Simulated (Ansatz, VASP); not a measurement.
**Two plane-wave programs on PbS**

```xyz
2
Lattice="0.0000 2.9657 2.9657 2.9657 0.0000 2.9657 2.9657 2.9657 0.0000" Properties=species:S:1:pos:R:3 pbc="T T T"
Pb    0.0000    0.0100    0.0000
S     2.9657    2.9657    2.9657
```

Alike in both runs: task single point; functional LDA; k mesh 5 × 5 × 5; no spin polarisation.

|  | VASP | Ansatz |
| --- | --- | --- |
| version | VASP 6.6.1 | Ansatz 0.2.0 |
| potentials or method | VASP PAW LDA potentials, release 64 (Pb_d, S), cutoff 500 eV | plane waves, PAW |
| occupations | gaussian, width 0.01 eV | fixed |
| valence electrons in the cell | 20 | 20 |

|  | VASP | Ansatz | Ansatz less VASP |
| --- | --- | --- | --- |
| gap on the k mesh at the Fermi level (eV) | 1.23 | 1.23 | +0.006 |

LDA's correlation is that of Perdew and Zunger in VASP and of Perdew and Wang (1992) in Ansatz.

Neither program's run includes spin-orbit coupling.
